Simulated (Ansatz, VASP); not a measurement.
# One calculation of WSe2, two programs

```
W Se
1.0
     3.29000    0.00000    0.00000
    -1.64500    2.84922    0.00000
     0.00000    0.00000   12.97000
W Se
2 4
Direct
  0.33333 0.66667 0.25000
  0.66667 0.33333 0.75000
  0.33333 0.66667 0.62100
  0.66667 0.33333 0.12100
  0.33333 0.66667 0.87900
  0.66667 0.33333 0.37900
```

Alike in both runs: task single point; functional LDA; k mesh 12 × 12 × 2; occupations gaussian, width 0.05 eV; no spin polarisation.

|  | VASP | Ansatz |
| --- | --- | --- |
| version | VASP 6.6.1 | Ansatz 0.2.0 |
| potentials or method | VASP PAW LDA potentials, release 64 (W_sv, Se), cutoff 520 eV | scalar-relativistic, plane waves, PAW |
| valence electrons in the cell | 52 | 92 |

VASP gave:

| Property | Result |
| --- | --- |
| gap on the k mesh at the Fermi level (eV) | 0.91 |
| least direct gap on the mesh (eV) | 1.51 |
| pressure (GPa) | -3.3 |
| traceless stress, the component that is largest in VASP (GPa) | 0.40 |
| rms of the force components (eV/Å) | 0.123 |

**Question.** Which values does Ansatz return?

**Answer.** gap on the k mesh at the Fermi level (eV): 0.92; least direct gap on the mesh (eV): 1.51; pressure (GPa): -4.0; traceless stress, the component that is largest in VASP (GPa): 0.27; rms of the force components (eV/Å): 0.167.

LDA's correlation is that of Perdew and Zunger in VASP and of Perdew and Wang (1992) in Ansatz. Atom by atom the forces differ by 0.044 eV/Å (rms over components). VASP's potentials hold 52 valence electrons a cell and Ansatz's 92, so a difference there can come from the potentials and not from the codes.

Neither program's run includes spin-orbit coupling.
